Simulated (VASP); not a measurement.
**GdN: single point with RPBE**

The system is GdN.

```xyz
4
Lattice="4.2935 0.0000 0.0000 0.0000 4.2935 0.0000 0.0000 0.0000 3.5673" Properties=species:S:1:pos:R:3 pbc="T T T"
Gd    2.1468    0.0000    0.8871
Gd    0.0000    2.1468    2.6802
N     0.0000    0.0000    0.0000
N     2.1468    2.1468    0.0000
```

```json
{
 "Program": "VASP 6.6.1",
 "Task": "single point",
 "Functional": "RPBE",
 "Potentials or basis": "VASP PAW PBE potentials, release 64 (Gd, N)",
 "Cutoff": "520 eV",
 "k mesh": "8 × 8 × 10",
 "Occupations": "gaussian, width 0.05 eV",
 "Spin": "collinear spin, antiferromagnetic start",
 "Starting moments": "[-7.0, 7.0, 0.0, 0.0] μB"
}
```

```json
{"Pressure": "3.2 GPa", "Largest force": "0.101 eV/Å", "Band gap on the k mesh": "0.97 eV (least direct gap 1.21 eV)", "Net moment": "0.00 μB per cell", "Site moments": "Gd -6.73, +6.73; N +0.00 μB", "Valence electrons inside the program's atomic spheres": "Gd 15.32; N 3.66"}
```

Forces in eV/Å, atoms in the order of the input:
```
Gd   0.000  0.000  0.101
Gd   0.000  0.000 -0.101
N    0.000  0.000  0.000
N    0.000  0.000  0.000
```

Stress tensor (GPa, compression positive):
```
3.58 0.00 0.00
0.00 3.58 0.00
0.00 0.00 2.48
```

Levels at points of the mesh, in eV from the valence-band top:
Spin up:
```tsv
k point	band 19	band 20	band 21	band 22	band 23	band 24	band 25	band 26	band 27	band 28
(0.00, 0.00, 0.00)	-1.83	-1.83	-1.17	-0.23	-0.23	0.97	1.83	1.96	1.96	2.02
(0.50, 0.00, 0.00)	-2.31	-1.57	-1.47	-1.38	-0.86	1.41	1.51	1.90	2.09	2.16
(0.50, 0.50, 0.00)	-3.20	-1.60	-1.38	-0.41	-0.41	1.41	1.80	2.07	2.07	2.17
(0.00, 0.00, 0.50)	-2.87	-2.55	-2.55	-1.05	-1.05	1.82	1.92	2.13	2.13	2.19
(0.50, 0.00, 0.50)	-2.49	-2.46	-2.36	-1.72	-1.67	1.93	2.03	2.12	2.12	2.19
(0.50, 0.50, 0.50)	-2.45	-1.93	-1.93	-1.42	-1.06	1.85	1.97	2.09	2.09	2.14
```
Spin down:
```
           k point  band 21  band 22  band 23  band 24  band 25  band 26
(0.00, 0.00, 0.00)    -1.17    -0.23    -0.23     0.97     1.83     1.96
(0.50, 0.00, 0.00)    -1.47    -1.38    -0.86     1.41     1.51     1.90
(0.50, 0.50, 0.00)    -1.38    -0.41    -0.41     1.41     1.80     2.07
(0.00, 0.00, 0.50)    -2.55    -1.05    -1.05     1.82     1.92     2.13
(0.50, 0.00, 0.50)    -2.36    -1.72    -1.67     1.93     2.03     2.12
(0.50, 0.50, 0.50)    -1.93    -1.42    -1.06     1.85     1.97     2.09
```

Wall time 13 min on 1 thread of Intel(R) Xeon(R) 6975P-C (Granite Rapids), on a shared host, peak memory 0.44 GiB.

Caveat: the cell stands under pressure; the PAW data sets were made with another functional, which shifts forces and pressure a little; spin-orbit coupling is left out, which moves the levels of the heavy elements; semilocal functionals describe open f shells poorly, which spoils levels, moments and volumes. A k mesh can miss the band edges.
